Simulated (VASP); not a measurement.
Input of a VASP 6.6.1 run:

File INCAR:

```
ALGO = Normal
EDIFF = 1E-6
ENCUT = 520
GGA = PE
ISIF = 2
ISMEAR = 0
LASPH = True
LCHARG = True
LELF = True
LREAL = False
LVHAR = True
LWAVE = False
NBANDS = 36
NELM = 60
PREC = Accurate
SIGMA = 0.05
```

File KPOINTS:

```
k-points
0
Gamma
  10 10 2
```

POSCAR

```
BN
1.0
    1.8130010000     -1.8130010000      0.0000000000
    1.8130010000      0.0000000000     -1.8130010000
    7.6146042000      6.8894038000      7.2520040000
B N
6 6
Direct
    0.6541733333      0.6666666667      0.0624666667
   -0.1791600000      0.0000000000      0.8958000000
    0.2875066667      0.3333333333      0.2291333333
    0.5541733333      0.6666666667      0.5624666667
   -0.0791600000      0.0000000000      0.3958000000
    0.1875066667      0.3333333333      0.7291333333
    0.5791733333      0.6666666667      0.4374666667
    0.9458400000      1.0000000000      0.2708000000
    0.2125066667      0.3333333333      0.6041333333
    0.4791733333      0.6666666667      0.9374666667
   -0.1541600000      0.0000000000      0.7708000000
    0.3125066667      0.3333333333      0.1041333333
```

Potentials or basis: VASP PAW PBE potentials, release 64 (B, N).

The run is started by

```sh
$ cat potpaw_PBE.64/B/POTCAR potpaw_PBE.64/N/POTCAR > POTCAR
$ mpirun -np 1 vasp_std > vasp.out
```

Question: What does it give for the largest force?

Answer: 2.710 eV/Å.

Question: What does it give for the band gap on the k mesh?

Answer: 3.55 eV, indirect (least direct gap 5.10 eV).

Stress tensor (GPa, compression positive):
```
-11.04   1.70  -4.98
  1.70   7.49   7.70
 -4.98   7.70   3.05
```

Caveat: forces of over 1 eV/Å act on the atoms, so gaps and moduli don't describe the material at rest. A hybrid or GW would open this gap; PBE tends to underestimate it.
